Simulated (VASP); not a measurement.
A run of VASP 6.6.1 is set up as follows.

The input INCAR:

```
PREC = Accurate
ENCUT = 520
EDIFF = 1E-6
ISMEAR = 0
SIGMA = 0.1
LREAL = False
LASPH = True
NELM = 150
ALGO = Normal
ISIF = 2
LWAVE = False
LCHARG = False
ISPIN = 2
MAGMOM = 0 1 0 0 0
LORBIT = 11
LMAXMIX = 4
GGA = PE
NBANDS = 32
```

Contents of KPOINTS:

```
regular mesh
0
Gamma
  6 6 6
```

Contents of POSCAR:

```
BaTiO3
1.0
    2.8482561214      1.6444414384      2.3355603327
   -2.8482561214      1.6444414384      2.3355603327
    0.0000000000     -3.2888828769      2.3355603327
Ba Ti O
1 1 3
Direct
    0.0001460400      0.0001460400      0.0001460400
    0.5133377100      0.5133377100      0.5133377100
    0.4889503100      0.9797166300      0.4889503100
    0.4889503100      0.4889503100      0.9797166300
    0.9797166300      0.4889503100      0.4889503100
```

Potentials or basis: VASP PAW PBE potentials, release 64 (Ba_sv, Ti_sv, O).

Run with:

```bash
$ cat potpaw_PBE.64/Ba_sv/POTCAR potpaw_PBE.64/Ti_sv/POTCAR potpaw_PBE.64/O/POTCAR > POTCAR
$ mpirun -np 1 vasp_std > vasp.out
```

Estimate the band gap on the k mesh.

2.35 eV (least direct gap 2.77 eV).

Predict the largest force.

0.055 eV/Å.

What does it give for the net moment?

0.00 μB per cell.

Forces on the atoms (eV/Å):
```
Ba   0.000  0.000  0.018
Ti   0.000  0.000  0.055
O   -0.027  0.016 -0.024
O    0.000 -0.031 -0.024
O    0.027  0.016 -0.024
```

Caveat: spin-orbit coupling is left out, which moves the levels of the heavy elements. A k mesh can miss the band edges.
